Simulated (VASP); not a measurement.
# Ti (Im-3m) in VASP: notebook

The runs below take Ti through relaxation of cell and atoms, with PBE.

Program: VASP 6.6.1. These are calculated values, not measurements. Logs are shortened: lines on timing, memory, paths and dates and some standing lists are left out, and cuts for length are marked.

### Step 1. The cell of the first run

It takes space group Im-3m (No. 229, cubic). The conventional cell has a = 3.217 Å, b = 3.217 Å, c = 3.217 Å, α = 90.00°, β = 90.00°, γ = 90.00°. Ti (site symmetry m-3m) has 14 Ti at 2.79 to 3.22 Å within 3.7 Å.

### Step 2. Relaxation of cell and atoms, PBE, target pressure 4 GPa, at which the enthalpy is minimised

INCAR

```
SYSTEM = Ti
PREC     = Accurate       ! precision mode
ENCUT    = 600            ! plane-wave cutoff, eV
EDIFF    = 1E-6           ! SCF threshold, eV
ISMEAR   = 0              ! smearing method
SIGMA    = 0.1            ! smearing width, eV
LREAL    = .False.        ! projectors in reciprocal space
LASPH    = .True.         ! aspherical terms in the spheres
NELM     = 100            ! most SCF steps
ALGO     = Fast           ! electronic algorithm
ISIF     = 3              ! what is computed and relaxed
LWAVE    = .False.        ! write WAVECAR
LCHARG   = .False.        ! write CHGCAR
GGA      = PE             ! functional
IBRION   = 2              ! ionic algorithm
NSW      = 70             ! ionic steps
EDIFFG   = -0.008         ! ionic threshold
PSTRESS  = 40.0
```

KPOINTS

```
regular mesh
0
Gamma
  18 18 18
  0 0 0
```

POSCAR

```
Ti
1.0
   -1.6086800379      1.6086800379      1.6086800379
    1.6086800379     -1.6086800379      1.6086800379
    1.6086800379      1.6086800379     -1.6086800379
Ti
1
Direct
    0.0000000000      0.0000000000      0.0000000000
```

Potentials or basis: VASP PAW PBE potentials, release 64 (Ti_sv).

Run with:

```
$ cat potpaw_PBE.64/Ti_sv/POTCAR > POTCAR
$ mpirun -np 1 vasp_std > vasp.out
```

OUTCAR:

```text
SYSTEM = Ti
   PREC = Accurate
   ENCUT = 600
   EDIFF = 1E-6
   ISMEAR = 0
   LREAL = .False.
   LASPH = .True.
   NELM = 100
   ISIF = 3
   GGA = PE
   IBRION = 2
   NSW = 70
   EDIFFG = -0.008
   PSTRESS = 40.0

 ion  position               nearest neighbor table
   1  0.000  0.000  0.000-

  LATTYP: Found a body centered cubic cell.
 ALAT       =     3.2173600758

  Lattice vectors:

 A1 = (  -1.6086800379,   1.6086800379,   1.6086800379)
 A2 = (   1.6086800379,  -1.6086800379,   1.6086800379)
 A3 = (   1.6086800379,   1.6086800379,  -1.6086800379)

Analysis of symmetry for initial positions (statically):
=====================================================================
 Subroutine PRICEL returns:
 Original cell was already a primitive cell.

 Routine SETGRP: Setting up the symmetry group for a
 body centered cubic supercell.

 Subroutine GETGRP returns: Found 48 space group operations
 (whereof 48 operations were pure point group operations)
 out of a pool of 48 trial point group operations.

The static configuration has the point symmetry O_h .

Analysis of symmetry for dynamics (positions and initial velocities):
=====================================================================
 Subroutine PRICEL returns:
 Original cell was already a primitive cell.

 Routine SETGRP: Setting up the symmetry group for a
 body centered cubic supercell.

 Subroutine GETGRP returns: Found 48 space group operations
 (whereof 48 operations were pure point group operations)
 out of a pool of 48 trial point group operations.

The dynamic configuration has the point symmetry O_h .

 Subroutine INISYM returns: Found 48 space group operations
 (whereof 48 operations are pure point group operations),
 and found     1 'primitive' translations

----------------------------------------------------------------------------------------

                                     Primitive cell

  volume of cell :      16.6521

  direct lattice vectors                    reciprocal lattice vectors
    -1.608680038  1.608680038  1.608680038     0.000000000  0.310813828  0.310813828
     1.608680038 -1.608680038  1.608680038     0.310813828  0.000000000  0.310813828
     1.608680038  1.608680038 -1.608680038     0.310813828  0.310813828  0.000000000

  length of vectors
[... 105 lines left out ...]
   GGA     = PE    functional components
   LHFCALC =     F    Hartree Fock is set to
   AEXX    =    0.0000 exact exchange contribution
   IVDW    =     0    specifies the selected vdW correction
   LEPSILON=     F    determine dielectric tensor
   LRPA    =     F    only Hartree local field effects (RPA)
 conjugate gradient relaxation of ions
 non-spin polarized calculation
 RMM-DIIS sequential band-by-band and
 Gauss-broadening in eV      SIGMA  =   0.10
  energy-cutoff  :      600.00
  volume of cell :       16.65
 maximum number of plane-waves:       586
   NGX = 11   NGY = 11   NGZ = 11

--------------------------------------- Ionic step        1  -------------------------------------------

 number of electron      11.9999999 magnetization

 Free energy of the ion-electron system (eV)
  ---------------------------------------------------
  ext. energy  EPLUGINS =         0.00000000
  ---------------------------------------------------
  free energy    TOTEN  =        -7.72389095 eV

  energy without entropy =       -7.71290039  energy(sigma->0) =       -7.71839567

------------------------ aborting loop because EDIFF is reached ----------------------------------------

  FORCE on cell =-STRESS in cart. coord.  units (eV):
  Direction    XX          YY          ZZ          XY          YZ          ZX
  --------------------------------------------------------------------------------------
  -------------------------------------------------------------------------------------
  Total        0.3780084      0.3780084      0.3780084      0.0000000      0.0000000      0.0000000
  in kB       36.3699725     36.3699725     36.3699725      0.0000000      0.0000000      0.0000000
  external PRESSURE =      -3.6300275 kB  Pullay stress =      40.0000000 kB
[... 94 lines left out ...]
  energy  without entropy=       -7.7080381300  energy(sigma->0) =       -7.71351256

  enthalpy is  TOTEN    =        -7.3077622459 eV   P V=        0.4112247488

[... ionic steps 4 to 15 ...]

--------------------------------------- Ionic step       16  -------------------------------------------

 number of electron      12.0000000 magnetization

------------------------ aborting loop because EDIFF is reached ----------------------------------------
[... 69 lines left out ...]
--------------------------------------- Ionic step       18  -------------------------------------------

 number of electron      12.0000000 magnetization

 Free energy of the ion-electron system (eV)
  ---------------------------------------------------
  ext. energy  EPLUGINS =         0.00000000
  ---------------------------------------------------
  free energy    TOTEN  =        -7.72276518 eV

  energy without entropy =       -7.71177943  energy(sigma->0) =       -7.71727231

 E-fermi :   8.5612     XC(G=0): -11.7065

 val. band max:        8.5577871428   @ k =  -0.4444   0.5000   0.1111
 cond. band min:       8.5753856081   @ k =   0.2222   0.2222   0.0000
 fundamental gap:      0.0175984653
 Fermi energy:         8.5612339385

 k-point     1 :       0.0000    0.0000    0.0000
  band No.  band energies     occupation
      1     -47.8846      2.00000
      2     -23.6856      2.00000
      3     -23.6856      2.00000
      4     -23.6856      2.00000
      5       2.5144      2.00000
      6       9.5886      0.00000
      7       9.5886      0.00000
      8       9.5886      0.00000
      9      11.4450      0.00000
     10      11.4450      0.00000
[... 287 lines left out ...]
 k-point    24 :       0.3889    0.1111    0.0000
  band No.  band energies     occupation
      1     -47.7273      2.00000
      2     -24.4118      2.00000
      3     -23.9485      2.00000
      4     -23.7240      2.00000
      5       6.2396      2.00000
      6       8.1717      2.00000
      7       9.1698      0.00000
      8      11.3683      0.00000
      9      11.9493      0.00000
     10      13.4180      0.00000

 [... further k-points ...]

------------------------ aborting loop because EDIFF is reached ----------------------------------------

  FORCE on cell =-STRESS in cart. coord.  units (eV):
  Direction    XX          YY          ZZ          XY          YZ          ZX
  --------------------------------------------------------------------------------------
  -------------------------------------------------------------------------------------
  Total        0.4094370      0.4094370      0.4094370      0.0000000      0.0000000     -0.0000000
  in kB       39.5048181     39.5048181     39.5048181      0.0000000      0.0000000     -0.0000000
  external PRESSURE =      -0.4951819 kB  Pullay stress =      40.0000000 kB
[... 20 lines left out ...]
  energy  without entropy=       -7.7117794277  energy(sigma->0) =       -7.71727231

  enthalpy is  TOTEN    =        -7.3081959740 eV   P V=        0.4145692084

 reached required accuracy - stopping structural energy minimisation
```

OSZICAR:

```text
N       E                     dE             d eps       ncg     rms          rms(c)
DAV:   1     0.827298322475E+02    0.82730E+02   -0.74105E+03  3900   0.160E+03
DAV:   2    -0.417156026745E+01   -0.86901E+02   -0.85568E+02  4000   0.332E+02
DAV:   3    -0.853814031289E+01   -0.43666E+01   -0.43037E+01  5298   0.764E+01
[... 280 lines left out ...]
RMM:   7    -0.772276027649E+01   -0.39054E-05   -0.38902E-05  3531   0.363E-02    0.428E-03
RMM:   8    -0.772276255932E+01   -0.22828E-05   -0.23150E-05  3096   0.256E-02    0.501E-03
RMM:   9    -0.772276364531E+01   -0.10860E-05   -0.12580E-05  2900   0.208E-02    0.334E-03
RMM:  10    -0.772276461688E+01   -0.97157E-06   -0.10137E-05  2877   0.181E-02    0.251E-03
RMM:  11    -0.772276518241E+01   -0.56553E-06   -0.64301E-06  2192   0.144E-02
  18 F= -.73081960E+01 E0= -.73027031E+01  d E =-.104334E-04
```

Run time: 3.6 min. Hardware: 1 thread of Intel Xeon 6975P-C (Granite Rapids), shared host; peak memory 0.2 GiB.

What came out:

| Property | Result |
| --- | --- |
| Free energy | -7.7228 eV |
| Relaxed volume | 16.61 Å³/atom |
| Relaxed cell | a = 2.784 Å, b = 2.784 Å, c = 2.784 Å, α = 109.47°, β = 109.47°, γ = 109.47° |
| Space group after relaxing (to 0.05 Å) | Im-3m (No. 229) |
| Energy change on relaxing (the enthalpy is what falls) | +1.1 meV/atom |
| Ionic steps | 18 |
| Pressure after relaxing | 4.0 GPa |
| Band gap on the k mesh | zero (band 6 reaches 9.59 eV, above the bottom of band 7 at 7.97 eV) |

Step by step:
```
step  energy change (eV)  largest force (eV/Å)  pressure (GPa)  volume (Å³)
   1              0.0000                0.0000            3.64        16.65
   2              0.0023                0.0000            3.82        16.56
   3              0.0049                0.0000            4.48        16.47
   4              0.0030                0.0000            4.91        16.54
   5              0.0024                0.0000            4.46        16.56
   6              0.0023                0.0000            4.41        16.56
   7              0.0003                0.0000            4.08        16.64
   8             -0.0002                0.0000            3.71        16.66
   9              0.0001                0.0000            3.72        16.65
  10              0.0002                0.0000            3.73        16.64
  11              0.0015                0.0000            3.79        16.59
  12              0.0063                0.0000            4.98        16.43
  13              0.0023                0.0000            4.32        16.56
  14              0.0019                0.0000            4.27        16.58
  15              0.0017                0.0000            4.33        16.58
  16              0.0016                0.0000            4.21        16.59
  17              0.0005                0.0000            3.91        16.63
  18              0.0011                0.0000            3.95        16.61
```

Final structure:
```cif
data_structure
_symmetry_space_group_name_H-M 'P 1'
_symmetry_Int_Tables_number 1
_cell_length_a 2.7837
_cell_length_b 2.7837
_cell_length_c 2.7837
_cell_angle_alpha 109.471
_cell_angle_beta 109.471
_cell_angle_gamma 109.471
_cell_volume 16.61
loop_
_atom_site_label
_atom_site_type_symbol
_atom_site_fract_x
_atom_site_fract_y
_atom_site_fract_z
_atom_site_occupancy
Ti1 Ti 0.00000 0.00000 0.00000 1
```

Caveat: the cell is relaxed towards a set pressure, so the enthalpy falls and the energy may rise.

### Step 3. Relaxation of cell and atoms, PBE, target pressure 1 GPa, at which the enthalpy is minimised

This run uses another cell than the first one, of 17.08 Å³/atom, 1.026 times its volume.

INCAR

```
PREC = Accurate
ENCUT = 600
EDIFF = 1E-6
ISMEAR = 0
SIGMA = 0.1
LREAL = False
LASPH = True
NELM = 80
ALGO = Normal
ISIF = 3
LWAVE = False
LCHARG = False
GGA = PE
IBRION = 2
NSW = 70
EDIFFG = -0.008
PSTRESS = 10.0
```

KPOINTS

```
regular mesh
0
Gamma
  18 18 18
```

POSCAR

```
Ti
1.0
   -1.6224739569      1.6224739569      1.6224739569
    1.6224739569     -1.6224739569      1.6224739569
    1.6224739569      1.6224739569     -1.6224739569
Ti
1
Direct
    0.0000000000      0.0000000000      0.0000000000
```

Potentials or basis: VASP PAW PBE potentials, release 64 (Ti_sv).

Run with:

```
$ cat potpaw_PBE.64/Ti_sv/POTCAR > POTCAR
$ mpirun -np 1 vasp_std > vasp.out
```

OUTCAR:

```text
PREC = Accurate
   ENCUT = 600
   EDIFF = 1E-6
   ISMEAR = 0
   LREAL = False
   LASPH = True
   NELM = 80
   ISIF = 3
   GGA = PE
   IBRION = 2
   NSW = 70
   EDIFFG = -0.008
   PSTRESS = 10.0

 ion  position               nearest neighbor table
   1  0.000  0.000  0.000-

  LATTYP: Found a body centered cubic cell.
 ALAT       =     3.2449479138

  Lattice vectors:

 A1 = (  -1.6224739569,   1.6224739569,   1.6224739569)
 A2 = (   1.6224739569,  -1.6224739569,   1.6224739569)
 A3 = (   1.6224739569,   1.6224739569,  -1.6224739569)

Analysis of symmetry for initial positions (statically):
=====================================================================
 Subroutine PRICEL returns:
 Original cell was already a primitive cell.

 Routine SETGRP: Setting up the symmetry group for a
 body centered cubic supercell.

 Subroutine GETGRP returns: Found 48 space group operations
 (whereof 48 operations were pure point group operations)
 out of a pool of 48 trial point group operations.

The static configuration has the point symmetry O_h .

Analysis of symmetry for dynamics (positions and initial velocities):
=====================================================================
 Subroutine PRICEL returns:
 Original cell was already a primitive cell.

 Routine SETGRP: Setting up the symmetry group for a
 body centered cubic supercell.

 Subroutine GETGRP returns: Found 48 space group operations
 (whereof 48 operations were pure point group operations)
 out of a pool of 48 trial point group operations.

The dynamic configuration has the point symmetry O_h .

 Subroutine INISYM returns: Found 48 space group operations
 (whereof 48 operations are pure point group operations),
 and found     1 'primitive' translations

[... 123 lines left out ...]
 conjugate gradient relaxation of ions
 non-spin polarized calculation
 Gauss-broadening in eV      SIGMA  =   0.10
  energy-cutoff  :      600.00
  volume of cell :       17.08
 maximum number of plane-waves:       603
   NGX = 11   NGY = 11   NGZ = 11

--------------------------------------- Ionic step        1  -------------------------------------------

 number of electron      11.9999996 magnetization

 Free energy of the ion-electron system (eV)
  ---------------------------------------------------
  ext. energy  EPLUGINS =         0.00000000
  ---------------------------------------------------
  free energy    TOTEN  =        -7.73006851 eV

  energy without entropy =       -7.71895218  energy(sigma->0) =       -7.72451034

------------------------ aborting loop because EDIFF is reached ----------------------------------------

  FORCE on cell =-STRESS in cart. coord.  units (eV):
  Direction    XX          YY          ZZ          XY          YZ          ZX
  --------------------------------------------------------------------------------------
  -------------------------------------------------------------------------------------
  Total        0.0850455      0.0850455      0.0850455      0.0000000      0.0000000     -0.0000000
  in kB        7.9757003      7.9757003      7.9757003      0.0000000      0.0000000     -0.0000000
  external PRESSURE =      -2.0242997 kB  Pullay stress =      10.0000000 kB
[... 61 lines left out ...]
--------------------------------------- Ionic step        3  -------------------------------------------

 number of electron      11.9999996 magnetization

 Free energy of the ion-electron system (eV)
  ---------------------------------------------------
  ext. energy  EPLUGINS =         0.00000000
  ---------------------------------------------------
  free energy    TOTEN  =        -7.72987531 eV

  energy without entropy =       -7.71876919  energy(sigma->0) =       -7.72432225

 E-fermi :   8.2802     XC(G=0): -11.5811

 val. band max:        8.2801119241   @ k =   0.2778   0.1111   0.0556
 cond. band min:       8.2834490180   @ k =   0.2778   0.0556   0.0000
 fundamental gap:      0.0033370939
 Fermi energy:         8.2801898169

 k-point     1 :       0.0000    0.0000    0.0000
  band No.  band energies     occupation
      1     -48.2174      2.00000
      2     -24.0521      2.00000
      3     -24.0521      2.00000
      4     -24.0521      2.00000
      5       2.2868      2.00000
      6       9.2835      0.00000
      7       9.2835      0.00000
      8       9.2835      0.00000
      9      11.0806      0.00000
     10      11.0806      0.00000
[... 287 lines left out ...]
 k-point    24 :       0.3889    0.1111    0.0000
  band No.  band energies     occupation
      1     -48.0758      2.00000
      2     -24.7193      2.00000
      3     -24.2947      2.00000
      4     -24.0871      2.00000
      5       6.0107      2.00000
      6       7.9149      2.00000
      7       8.8351      0.00000
      8      11.0019      0.00000
      9      11.5600      0.00000
     10      12.9776      0.00000

 [... further k-points ...]

------------------------ aborting loop because EDIFF is reached ----------------------------------------

  FORCE on cell =-STRESS in cart. coord.  units (eV):
  Direction    XX          YY          ZZ          XY          YZ          ZX
  --------------------------------------------------------------------------------------
  -------------------------------------------------------------------------------------
  Total        0.1111029      0.1111029      0.1111029      0.0000000      0.0000000     -0.0000000
  in kB       10.4404608     10.4404608     10.4404608      0.0000000      0.0000000     -0.0000000
  external PRESSURE =       0.4404608 kB  Pullay stress =      10.0000000 kB
[... 20 lines left out ...]
  energy  without entropy=       -7.7187691935  energy(sigma->0) =       -7.72432225

  enthalpy is  TOTEN    =        -7.6234596171 eV   P V=        0.1064156881

 reached required accuracy - stopping structural energy minimisation
```

OSZICAR:

```text
N       E                     dE             d eps       ncg     rms          rms(c)
DAV:   1     0.792459581496E+02    0.79246E+02   -0.74783E+03  3900   0.159E+03
DAV:   2    -0.437060477727E+01   -0.83617E+02   -0.82349E+02  4000   0.328E+02
DAV:   3    -0.859356802942E+01   -0.42230E+01   -0.41415E+01  5360   0.752E+01
[... 21 lines left out ...]
DAV:   2    -0.772987104443E+01    0.23873E-03   -0.93567E-04  4152   0.427E-01    0.272E-02
DAV:   3    -0.772986690108E+01    0.41433E-05   -0.63629E-05  5480   0.606E-02    0.836E-03
DAV:   4    -0.772987143940E+01   -0.45383E-05   -0.12109E-05  4976   0.198E-02    0.584E-03
DAV:   5    -0.772987532402E+01   -0.38846E-05   -0.95271E-06  5272   0.155E-02    0.363E-03
DAV:   6    -0.772987530517E+01    0.18845E-07   -0.29069E-07  2152   0.585E-03
   3 F= -.76234596E+01 E0= -.76179066E+01  d E =-.218914E-04
```

CONTCAR:

```text
Ti
   1.00000000000000
    -1.6213822570481147    1.6213822570481147    1.6213822570481147
     1.6213822570481147   -1.6213822570481147    1.6213822570481147
     1.6213822570481147    1.6213822570481147   -1.6213822570481147
  Ti
     1
Direct
     0.0000000000000000    0.0000000000000000    0.0000000000000000

  0.00000000E+00  0.00000000E+00  0.00000000E+00
```

It took 23 s on 1 thread of Intel Xeon 6975P-C (Granite Rapids), shared host; peak memory 0.17 GiB.

What came out:

| Property | Result |
| --- | --- |
| Free energy | -7.7299 eV |
| Relaxed volume | 17.05 Å³/atom |
| Relaxed cell | a = 2.808 Å, b = 2.808 Å, c = 2.808 Å, α = 109.47°, β = 109.47°, γ = 109.47° |
| Space group after relaxing (to 0.05 Å) | Im-3m (No. 229) |
| Energy change on relaxing (the enthalpy is what falls) | +0.2 meV/atom |
| Ionic steps | 3 |
| Pressure after relaxing | 1.0 GPa |
| Band gap on the k mesh | zero (band 6 reaches 9.28 eV, above the bottom of band 7 at 7.69 eV) |

Step by step:
```
step  energy change (eV)  largest force (eV/Å)  pressure (GPa)  volume (Å³)
   1              0.0000                0.0000            0.80        17.08
   2              0.0003                0.0000            1.11        17.03
   3              0.0002                0.0000            1.04        17.05
```

Final structure:
```yaml
crystal:
  lattice:
    - [-1.62138, 1.62138, 1.62138]
    - [1.62138, -1.62138, 1.62138]
    - [1.62138, 1.62138, -1.62138]
  atoms:
    - { symbol: Ti, position: [0.00000, 0.00000, 0.00000] }
```

Levels at points of the mesh, in eV from the Fermi level:
```tsv
k point	band 2	band 3	band 4	band 5	band 6	band 7	band 8	band 9	band 10
(0.00, 0.00, 0.00)	-32.33	-32.33	-32.33	-5.99	1.00	1.00	1.00	2.80	2.80
(0.50, 0.00, 0.00)	-33.05	-32.56	-32.34	-2.50	-0.41	1.19	2.79	3.15	4.36
(0.50, 0.50, 0.50)	-32.82	-32.82	-32.82	-2.17	-2.17	4.00	4.00	4.00	8.53
```

Caveat: the cell is relaxed towards a set pressure, so the enthalpy falls and the energy may rise.
